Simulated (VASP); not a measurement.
Wanted: the native input for a VASP 6.6.1 run.

- Task: single point
- Functional: HSE06
- Potentials or basis: VASP PAW PBE potentials, release 64 (Au)
- Cutoff: 520 eV
- k mesh: 6 × 6 × 6
- Occupations: fermi-dirac, width 0.05 eV
- Spin: no spin polarisation
- Dipole correction: no
- Grid for exact exchange (PRECFOCK): Normal
- Further INCAR settings: ALGO = Normal; EDIFF = 1e-06; NBANDS = 12
- Share of exact exchange: 0.25
- Screening parameter: 0.2079 1/Å

Crystal: Au.

```
Au
1.0
    -1.65727    1.65727    1.65727
     1.65727   -1.65727    1.65727
     1.65727    1.65727   -1.65727
Au
1
Direct
  0.00000 0.00000 0.00000
```

This isn't the form of Au at room conditions, which is fcc.

The input as run:

POSCAR

```
Au
1.0
   -1.6572690000      1.6572690000      1.6572690000
    1.6572690000     -1.6572690000      1.6572690000
    1.6572690000      1.6572690000     -1.6572690000
Au
1
Direct
    0.0000000000      0.0000000000      0.0000000000
```

INCAR.step1

```
PREC = Accurate
ENCUT = 520
EDIFF = 1E-5
ISMEAR = -1
SIGMA = 0.05
LREAL = F
LASPH = T
NELM = 100
ALGO = Normal
ISIF = 2
LWAVE = T
LCHARG = F
GGA = PE
NBANDS = 12
```

INCAR.step2

```
PREC = Accurate
ENCUT = 520
EDIFF = 1E-6
ISMEAR = -1
SIGMA = 0.05
LREAL = F
LASPH = T
NELM = 100
ALGO = Normal
ISIF = 2
LWAVE = F
LCHARG = F
GGA = PE
LHFCALC = T
HFSCREEN = 0.2079
PRECFOCK = Normal
ISTART = 1
NBANDS = 12
```

KPOINTS

```
Automatic mesh
0
Gamma
  6 6 6
```

Potentials or basis: VASP PAW PBE potentials, release 64 (Au).

Run with:

```bash
$ cat potpaw_PBE.64/Au/POTCAR > POTCAR
$ cp INCAR.step1 INCAR
$ mpirun -np 1 vasp_std > vasp.out
$ cp INCAR.step2 INCAR
$ mpirun -np 1 vasp_std > vasp.out
```

Results of the run:

The pressure is -4.0 GPa and the band gap on the k mesh is zero (an odd number of electrons rules out a gap without spin polarisation).

Caveat: the k points lie up to 0.45 Å⁻¹ apart, too coarse for converged energies and pressures of a metal; the PAW data sets were made with another functional, which shifts forces and pressure a little; spin-orbit coupling is left out, which moves the levels of the heavy elements.

It took 25 min on 1 thread of Intel(R) Xeon(R) Platinum 8259CL CPU @ 2.50GHz (Skylake/Cascade Lake) (shared host), peak memory 0.24 GiB.
